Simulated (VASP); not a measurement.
Input of a VASP 6.6.1 run:

File INCAR:

```
ALGO = Normal
EDIFF = 1E-6
ENCUT = 520
GGA = PE
ISIF = 2
ISMEAR = 0
LASPH = T
LCHARG = T
LELF = T
LREAL = F
LVHAR = T
LWAVE = F
NBANDS = 23
NELM = 100
PREC = Accurate
SIGMA = 0.1
```

Contents of KPOINTS:

```
k-points
0
Gamma
  10 10 4
```

The input POSCAR:

```
KTaH6
1.0
    3.9227510880      0.0000000000      0.0000000000
    0.0000000000      3.9227510880      0.0000000000
    0.0000000000      0.0000000000      9.1751008990
K Ta H
1 1 6
Direct
    0.0000000000      0.0000000000      0.0000000000
    0.0000000000      0.0000000000      0.5000000000
    0.5000000000      0.0000000000      0.0000000000
    0.5000000000      0.0000000000      0.5000000000
    0.0000000000      0.5000000000      0.0000000000
    0.0000000000      0.5000000000      0.5000000000
    0.0000000000      0.0000000000      0.2978862728
    0.0000000000      0.0000000000      0.7021137272
```

Potentials or basis: VASP PAW PBE potentials, release 64 (K_sv, Ta_pv, H).

Command:

```sh
$ cat potpaw_PBE.64/K_sv/POTCAR potpaw_PBE.64/Ta_pv/POTCAR potpaw_PBE.64/H/POTCAR > POTCAR
$ mpirun -np 1 vasp_std > vasp.out
```

Problem. Predict the largest force.

Solution. 0.005 eV/Å.

Problem. What does it give for the band gap on the k mesh?

Solution. Zero (band 13 reaches -1.82 eV, above the bottom of band 14 at -2.02 eV).

Stress tensor (GPa, compression positive):
```
 0.04  0.00  0.00
 0.00  0.04  0.00
 0.00  0.00 -0.07
```

Caveat: spin-orbit coupling is left out, which moves the levels of the heavy elements.
